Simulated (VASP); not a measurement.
Input of a VASP 6.6.1 run:

File POSCAR:

```
ZrTi3Si8
1.0
    4.1967100210     -4.3394488984      0.0000000000
    4.1967100210      4.3394488984      0.0000000000
    0.0000000000      0.0000000000      4.8858151011
Zr Ti Si
1 3 8
Direct
    0.5000000000      0.5000000000      0.0000000000
    0.0000000000      0.5000000000      0.7518204676
    0.5000000000      0.0000000000      0.2481795324
    0.0000000000      0.0000000000      0.5000000000
    0.8448939191      0.3336921780      0.2569439098
    0.3336921780      0.8448939191      0.7430560902
    0.1551060809      0.6663078220      0.2569439098
    0.6663078220      0.1551060809      0.7430560902
    0.6693598140      0.6693598140      0.5000000000
    0.1568668468      0.1568668468      0.0000000000
    0.3306401860      0.3306401860      0.5000000000
    0.8431331532      0.8431331532      0.0000000000
```

Contents of INCAR.step1:

```
ALGO     = Normal         # electronic algorithm
EDIFF    = 1E-4           # SCF threshold, eV
ENCUT    = 520            # plane-wave cutoff, eV
GGA      = PE             # functional
ISMEAR   = 0              # smearing method
LASPH    = T              # aspherical terms in the spheres
LCHARG   = F              # write CHGCAR
LREAL    = F              # projectors in reciprocal space
LWAVE    = T              # write WAVECAR
NBANDS   = 52             # bands
NELM     = 80             # most SCF steps
PREC     = Accurate       # precision mode
SIGMA    = 0.1            # smearing width, eV
```

The input INCAR.step2:

```
ALGO     = Normal         # electronic algorithm
EDIFF    = 1E-6           # SCF threshold, eV
ENCUT    = 520            # plane-wave cutoff, eV
ISIF     = 2              # what is computed and relaxed
ISMEAR   = 0              # smearing method
ISTART   = 1            
LASPH    = T              # aspherical terms in the spheres
LCHARG   = T              # write CHGCAR
LELF     = T              # ELF
LMIXTAU  = T            
LREAL    = F              # projectors in reciprocal space
LVHAR    = T            
LWAVE    = F              # write WAVECAR
METAGGA  = R2SCAN         # meta-GGA
NBANDS   = 52             # bands
NELM     = 80             # most SCF steps
PREC     = Accurate       # precision mode
SIGMA    = 0.1            # smearing width, eV
```

KPOINTS

```
k-points
0
Gamma
  6 6 8
```

Potentials or basis: VASP PAW PBE potentials, release 64 (Zr_sv, Ti_sv, Si).

Command:

```sh
$ cat potpaw_PBE.64/Zr_sv/POTCAR potpaw_PBE.64/Ti_sv/POTCAR potpaw_PBE.64/Si/POTCAR > POTCAR
$ cp INCAR.step1 INCAR
$ mpirun -np 1 vasp_std > vasp.out
$ cp INCAR.step2 INCAR
$ mpirun -np 1 vasp_std > vasp.out
```

**Question.** Predict the band gap on the k mesh.

**Answer.** Zero (bands 40 and 41 overlap by 1.42 eV).

**Question.** Predict the largest force.

**Answer.** 0.070 eV/Å.

Forces in eV/Å, atoms in the order of the input:
```
Zr   0.000  0.000  0.000
Ti   0.000  0.000 -0.005
Ti   0.000  0.000  0.005
Ti   0.000  0.000  0.000
Si   0.052 -0.020  0.001
Si   0.052  0.020 -0.001
Si  -0.052  0.020  0.001
Si  -0.052 -0.020 -0.001
Si  -0.004  0.000  0.000
Si  -0.070  0.000  0.000
Si   0.004  0.000  0.000
Si   0.070  0.000  0.000
```

Caveat: the PAW data sets were made with another functional, which shifts forces and pressure a little.
